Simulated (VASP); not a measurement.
Input of a VASP 6.6.1 run:

Contents of INCAR:

```
SYSTEM = AlB2As3
PREC = Accurate
ENCUT = 520
EDIFF = 1E-7
ISMEAR = 0
SIGMA = 0.1
LREAL = .FALSE.
LASPH = .TRUE.
NELM = 80
ALGO = Normal
ISIF = 2
LWAVE = .FALSE.
LCHARG = .FALSE.
GGA = PE
NBANDS = 36
```

The input KPOINTS:

```
regular mesh
0
G
  6 6 1
  0 0 0
```

POSCAR

```
AlB2As3
1.0
    3.6364835000      0.0000000000      0.0000000000
   -1.8182417500      3.1492870900      0.0000000000
    0.0000000000      0.0000000000     17.9293284500
Al B As
2 4 6
Direct
    0.3333333300      0.6666666700      0.0002276700
    0.3333333300      0.6666666700      0.3335610000
    0.3333333300      0.6666666700      0.6668943300
    0.6666666700      0.3333333300      0.1668943300
    0.6666666700      0.3333333300      0.5002276700
    0.6666666700      0.3333333300      0.8335610000
    0.3333333300      0.6666666700      0.1251056700
    0.3333333300      0.6666666700      0.4584390000
    0.3333333300      0.6666666700      0.7917723400
    0.6666666700      0.3333333300      0.2917723400
    0.6666666700      0.3333333300      0.6251056700
    0.6666666700      0.3333333300      0.9584390000
```

Potentials or basis: VASP PAW PBE potentials, release 64 (Al, B, As).

Run with:

```console
$ cat potpaw_PBE.64/Al/POTCAR potpaw_PBE.64/B/POTCAR potpaw_PBE.64/As/POTCAR > POTCAR
$ mpirun -np 1 vasp_std > vasp.out
```

(1) What does it give for the band gap on the k mesh?

(2) Predict the pressure.

(3) Estimate the largest force.

Results:

(1) 0.90 eV (least direct gap 1.18 eV).

(2) 3.0 GPa.

(3) 3.807 eV/Å.

Caveat: an odd mesh through Γ misses points on the zone boundary, where band edges can lie; forces of over 1 eV/Å act on the atoms, so gaps and moduli don't describe the material at rest.
